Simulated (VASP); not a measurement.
# Ag (R-3m) in VASP: relaxation of cell and atoms with PBE

Aim: the relaxation of cell and atoms of Ag with PBE.

All numbers are computed with VASP 6.6.1; they aren't measurements. Logs are shortened: lines on timing, memory, paths and dates and some standing lists are left out, and cuts for length are marked.

**1. The cell of the first run**

The typed cell holds 3 atoms: a = 2.934 Å, b = 2.934 Å, c = 7.199 Å, α = 90.00°, β = 90.00°, γ = 120.00°.

**2. Relaxation of cell and atoms, PBE**

The input, INCAR:

```
SYSTEM = Ag
PREC     = Accurate       ! precision mode
ENCUT    = 600            ! plane-wave cutoff, eV
EDIFF    = 1E-6           ! SCF threshold, eV
ISMEAR   = 0              ! smearing method
SIGMA    = 0.1            ! smearing width, eV
LREAL    = .False.        ! projectors in reciprocal space
LASPH    = .True.         ! aspherical terms in the spheres
NELM     = 60             ! most SCF steps
ALGO     = Fast           ! electronic algorithm
ISIF     = 3              ! what is computed and relaxed
LWAVE    = .False.        ! write WAVECAR
LCHARG   = .False.        ! write CHGCAR
GGA      = PE             ! functional
IBRION   = 2              ! ionic algorithm
NSW      = 65             ! ionic steps
EDIFFG   = -0.01          ! ionic threshold
```

The input, KPOINTS:

```
Automatic mesh
0
Gamma
  18 18 7
  0 0 0
```

The input, POSCAR:

```
Ag
1.0
    2.9342503774      0.0000000000      0.0000000000
   -1.4671251887      2.5411353679      0.0000000000
    0.0000000000      0.0000000000      7.1993786025
Ag
3
Direct
    0.0000000000      0.0000000000      0.0000000000
    0.3333333333      0.6666666667      0.3333333333
    0.6666666667      0.3333333333      0.6666666667
```

Potentials or basis: VASP PAW PBE potentials, release 64 (Ag).

Run with:

```
$ cat potpaw_PBE.64/Ag/POTCAR > POTCAR
$ mpirun -np 1 vasp_std > vasp.out
```

OUTCAR:

```text
SYSTEM = Ag
   PREC = Accurate
   ENCUT = 600
   EDIFF = 1E-6
   ISMEAR = 0
   LREAL = .False.
   LASPH = .True.
   NELM = 60
   ISIF = 3
   GGA = PE
   IBRION = 2
   NSW = 65
   EDIFFG = -0.01

 ion  position               nearest neighbor table
   1  0.000  0.000  0.000-   2 2.94   3 2.94   3 2.94   2 2.94   3 2.94   2 2.94
   2  0.333  0.667  0.333-   1 2.94   1 2.94   1 2.94   3 2.94   3 2.94   3 2.94
   3  0.667  0.333  0.667-   1 2.94   1 2.94   1 2.94   2 2.94   2 2.94   2 2.94

  LATTYP: Found a hexagonal cell.
 ALAT       =     2.9342503774
 C/A-ratio  =     2.4535665593

  Lattice vectors:

 A1 = (   2.9342503774,   0.0000000000,   0.0000000000)
 A2 = (  -1.4671251887,   2.5411353679,   0.0000000000)
 A3 = (   0.0000000000,   0.0000000000,   7.1993786025)

Analysis of symmetry for initial positions (statically):
=====================================================================
 Subroutine PRICEL returns following result:

  LATTYP: Found a trigonal (rhomboedric) cell.
 ALAT       =     2.9375070322
 COS(alpha) =     0.5011080313

  Lattice vectors:

 A1 = (   1.4671251886,  -0.8470451225,   2.3997928673)
 A2 = (  -0.0000000001,   1.6940902454,   2.3997928673)
 A3 = (  -1.4671251884,  -0.8470451228,   2.3997928680)

   3 primitive cells build up your supercell.

 Routine SETGRP: Setting up the symmetry group for a
 hexagonal supercell.

 Subroutine GETGRP returns: Found 12 space group operations
 (whereof 12 operations were pure point group operations)
 out of a pool of 24 trial point group operations.

The static configuration has the point symmetry D_3d.

Analysis of symmetry for dynamics (positions and initial velocities):
=====================================================================
 Subroutine PRICEL returns following result:

  LATTYP: Found a trigonal (rhomboedric) cell.
 ALAT       =     2.9375070322
 COS(alpha) =     0.5011080313

  Lattice vectors:

 A1 = (   1.4671251886,  -0.8470451225,   2.3997928673)
 A2 = (  -0.0000000001,   1.6940902454,   2.3997928673)
 A3 = (  -1.4671251884,  -0.8470451228,   2.3997928680)

   3 primitive cells build up your supercell.

 Routine SETGRP: Setting up the symmetry group for a
 hexagonal supercell.

 Subroutine GETGRP returns: Found 12 space group operations
 (whereof 12 operations were pure point group operations)
 out of a pool of 24 trial point group operations.

The dynamic configuration has the point symmetry D_3d.

 Subroutine INISYM returns: Found 12 space group operations
 (whereof 12 operations are pure point group operations),
 and found     3 'primitive' translations

----------------------------------------------------------------------------------------

                                     Primitive cell

  volume of cell :      17.8936

  direct lattice vectors                    reciprocal lattice vectors
     1.467125189 -0.847045123  2.399792867     0.340802546 -0.196762442  0.138900877
    -0.000000000  1.694090245  2.399792867     0.000000000  0.393524884  0.138900877
    -1.467125188 -0.847045123  2.399792868    -0.340802546 -0.196762442  0.138900877

  length of vectors
     2.937507032  2.937507032  2.937507033     0.417319168  0.417319168  0.417319168

  position of ions in fractional coordinates (direct lattice)
     0.000000000  0.000000000  0.000000000

  ion indices of the primitive-cell ions
   primitive index   ion index
                 1           1

----------------------------------------------------------------------------------------

 KPOINTS: Automatic mesh

Automatic generation of k-mesh.
 Grid dimensions read from file:
 generate k-points for:   18   18    7

 Generating k-lattice:

  Cartesian coordinates                     Fractional coordinates (reciprocal lattice)
     0.018933475  0.010931247  0.000000000     0.055555556 -0.000000000  0.000000000
     0.000000000  0.021862494  0.000000000     0.000000000  0.055555556  0.000000000
     0.000000000  0.000000000  0.019842982     0.000000000  0.000000000  0.142857143

  Length of vectors
     0.021862494  0.021862494  0.019842982

  Shift w.r.t. Gamma in fractional coordinates (k-lattice)
     0.000000000  0.000000000  0.000000000

 Subroutine IBZKPT returns following result:
 ===========================================

 Found    229 irreducible k-points:

 Following reciprocal coordinates:
            Coordinates               Weight
  0.000000  0.000000  0.000000      1.000000
  0.055556  0.000000  0.000000      6.000000
  0.111111  0.000000  0.000000      6.000000
  0.166667  0.000000  0.000000      6.000000
  0.222222  0.000000  0.000000      6.000000
  0.277778  0.000000  0.000000      6.000000
[... 16 lines left out ...]
  0.333333  0.111111  0.000000     12.000000
  0.388889  0.111111  0.000000     12.000000
 [... further k-points ...]
   k-points           NKPTS =    229   k-points in BZ     NKDIM =    229   number of bands    NBANDS=     20
   number of dos      NEDOS =    301   number of ions     NIONS =      3
   total plane-waves  NPLWV =  34560
   dimension x,y,z NGX =    24 NGY =   24 NGZ =   60
   dimension x,y,z NGXF=    48 NGYF=   48 NGZF=  120
   ions per type =               3
   NGX,Y,Z   is equivalent  to a cutoff of  13.60, 13.60, 13.86 a.u.
   NGXF,Y,Z  is equivalent  to a cutoff of  27.20, 27.20, 27.71 a.u.
 SYSTEM =  Ag
   PREC   = accura    normal or accurate (medium, high low for compatibility)
   ISTART =      0    job   : 0-new  1-cont  2-samecut
   ICHARG =      2    charge: 1-file 2-atom 10-const
   ISPIN  =      1    spin polarized calculation?
   LNONCOLLINEAR =      F non collinear calculations
   LSORBIT =      F    spin-orbit coupling
   LASPH  =      T    aspherical Exc in radial PAW
   ENCUT  =  600.0 eV  44.10 Ry    6.64 a.u.   5.86  5.86 14.38*2*pi/ulx,y,z
   NELM   =     60;   NELMIN=  2; NELMDL= -5     # of ELM steps
   EDIFF  = 0.1E-05   stopping-criterion for ELM
   LREAL  =      F    real-space projection
   EDIFFG = -.1E-01   stopping-criterion for IOM
   NSW    =     65    number of steps for IOM
   IBRION =      2    ionic relax: 0-MD 1-quasi-New 2-CG
   NFREE  =      1    steps in history (QN), initial steepest desc. (CG)
   ISIF   =      3    stress and relaxation
   ISYM   =      2    0-nonsym 1-usesym 2-fastsym
   POTIM  = 0.5000    time-step for ionic-motion
   TEBEG  =    0.0;   TEEND  =   0.0 temperature during run
   PSTRESS=    0.0 pullay stress
   NELECT =      33.0000    total number of electrons
   NUPDOWN=      -1.0000    fix difference up-down
   EMIN   =  10.00;   EMAX   =-10.00  energy-range for DOS
   EFERMI =   0.00;   METHOD = LEGACY
   ISMEAR =     0;   SIGMA  =   0.10  broadening in eV -4-tet -1-fermi 0-gaus
   EFERMI_NEDOS =   21; number of points for ismear=-14 and -15
   IALGO  =     68    algorithm
   IMIX   =      4    mixing-type and parameters
     AMIX     =   0.40;   BMIX     =  1.00
     AMIX_MAG =   1.60;   BMIX_MAG =  1.00
  volume/ion in A,a.u.               =      17.89       120.75
  Fermi-wavevector in a.u.,A,eV,Ry     =   1.392001  2.630500 26.363549  1.937666
  Thomas-Fermi vector in A             =   2.515786
   LORBIT       =      0    0 simple, 1 ext, 2 COOP (PROOUT), +10 PAW based schemes
   GGA     = PE    functional components
   LHFCALC =     F    Hartree Fock is set to
   AEXX    =    0.0000 exact exchange contribution
   IVDW    =     0    specifies the selected vdW correction
   LEPSILON=     F    determine dielectric tensor
   LRPA    =     F    only Hartree local field effects (RPA)
 conjugate gradient relaxation of ions
 non-spin polarized calculation
 RMM-DIIS sequential band-by-band and
 Gauss-broadening in eV      SIGMA  =   0.10
  energy-cutoff  :      600.00
  volume of cell :       53.68
 maximum number of plane-waves:      1811
   NGX = 11   NGY = 11   NGZ = 29

--------------------------------------- Ionic step        1  -------------------------------------------

 number of electron      33.0000008 magnetization

 Free energy of the ion-electron system (eV)
  ---------------------------------------------------
  ext. energy  EPLUGINS =         0.00000000
  ---------------------------------------------------
  free energy    TOTEN  =        -8.15912396 eV

  energy without entropy =       -8.15588342  energy(sigma->0) =       -8.15750369

------------------------ aborting loop because EDIFF is reached ----------------------------------------

  FORCE on cell =-STRESS in cart. coord.  units (eV):
  Direction    XX          YY          ZZ          XY          YZ          ZX
  --------------------------------------------------------------------------------------
  -------------------------------------------------------------------------------------
  Total       -0.0718101     -0.0718101     -0.2480598      0.0000000      0.0000000      0.0000000
  in kB       -2.1432654     -2.1432654     -7.4036703      0.0000000      0.0000000      0.0000000
  external PRESSURE =      -3.8967337 kB  Pullay stress =       0.0000000 kB
[... 133 lines left out ...]
  energy  without entropy=       -8.1565262530  energy(sigma->0) =       -8.15810061

--------------------------------------- Ionic step        5  -------------------------------------------

 number of electron      33.0000008 magnetization

 Free energy of the ion-electron system (eV)
  ---------------------------------------------------
  ext. energy  EPLUGINS =         0.00000000
  ---------------------------------------------------
  free energy    TOTEN  =        -8.15978790 eV

  energy without entropy =       -8.15670575  energy(sigma->0) =       -8.15824682

 E-fermi :   7.8484     XC(G=0): -11.9539

 val. band max:        7.8466641335   @ k =   0.4444   0.0556   0.0000
 cond. band min:       7.8554218947   @ k =   0.1111   0.0556   0.2857
 fundamental gap:      0.0087577612
 Fermi energy:         7.8483991860

 k-point     1 :       0.0000    0.0000    0.0000
  band No.  band energies     occupation
      1       0.3882      2.00000
      2       1.8297      2.00000
      3       1.8297      2.00000
      4       3.1831      2.00000
      5       3.1831      2.00000
      6       3.2006      2.00000
[... 12 lines left out ...]
     19      15.5939      0.00000
[... 513 lines left out ...]
      4       2.2982      2.00000
      5       2.8067      2.00000
      6       2.9819      2.00000
[... 12 lines left out ...]
     19      11.5606      0.00000
     20      13.9795      0.00000

 [... further k-points ...]

------------------------ aborting loop because EDIFF is reached ----------------------------------------

  FORCE on cell =-STRESS in cart. coord.  units (eV):
  Direction    XX          YY          ZZ          XY          YZ          ZX
  --------------------------------------------------------------------------------------
  -------------------------------------------------------------------------------------
  Total        0.0293056      0.0293056     -0.0079082      0.0000000      0.0000000      0.0000000
  in kB        0.8791235      0.8791235     -0.2372328      0.0000000      0.0000000      0.0000000
  external PRESSURE =       0.5070047 kB  Pullay stress =       0.0000000 kB
[... 18 lines left out ...]
  FREE ENERGIE OF THE ION-ELECTRON SYSTEM (eV)
  ---------------------------------------------------
  free  energy   TOTEN  =        -8.1597878985 eV

  energy  without entropy=       -8.1567057451  energy(sigma->0) =       -8.15824682

 reached required accuracy - stopping structural energy minimisation
```

Run time: 11 min. Hardware: 1 thread of Intel Xeon Platinum 8488C (Sapphire Rapids), shared host; peak memory 0.37 GiB.

Results:

| Property | Result |
| --- | --- |
| Free energy | -8.1598 eV |
| Relaxed volume | 17.80 Å³/atom |
| Relaxed cell | a = 2.934 Å, b = 2.934 Å, c = 7.164 Å, α = 90.00°, β = 90.00°, γ = 120.00° |
| Space group after relaxing (to 0.1 Å) | Fm-3m (No. 225) |
| Energy gained by relaxing | 0.2 meV/atom |
| Ionic steps | 5 |
| Pressure after relaxing | 0.1 GPa |
| Band gap on the k mesh | zero (an odd number of electrons rules out a gap without spin polarisation) |

Stress tensor (GPa, compression positive):
```
 0.09  0.00  0.00
 0.00  0.09  0.00
 0.00  0.00 -0.02
```

Step by step:
```
step  energy change (eV)  largest force (eV/Å)  pressure (GPa)  volume (Å³)
   1              0.0000                0.0000           -0.39        53.68
   2             -0.0005                0.0000            0.20        53.34
   3             -0.0006                0.0000            0.07        53.39
   4             -0.0006                0.0000            0.10        53.38
   5             -0.0007                0.0000            0.05        53.41
```

Final structure:
```cif
data_structure
_symmetry_space_group_name_H-M 'P 1'
_symmetry_Int_Tables_number 1
_cell_length_a 2.9340
_cell_length_b 2.9340
_cell_length_c 7.1643
_cell_angle_alpha 90.000
_cell_angle_beta 90.000
_cell_angle_gamma 120.000
_cell_volume 53.41
loop_
_atom_site_label
_atom_site_type_symbol
_atom_site_fract_x
_atom_site_fract_y
_atom_site_fract_z
_atom_site_occupancy
Ag1 Ag 0.00000 0.00000 0.00000 1
Ag2 Ag 0.33333 0.66667 0.33333 1
Ag3 Ag 0.66667 0.33333 0.66667 1
```

Levels at points of the mesh, in eV from the Fermi level:
```csv
k point,band 14,band 15,band 16,band 17,band 18,band 19,band 20
"(0.00, 0.00, 0.00)",-3.31,-3.31,-3.31,-3.18,-3.18,7.75,7.75
"(0.50, 0.00, 0.00)",-2.77,-2.77,0.57,0.57,1.64,4.50,4.50
```
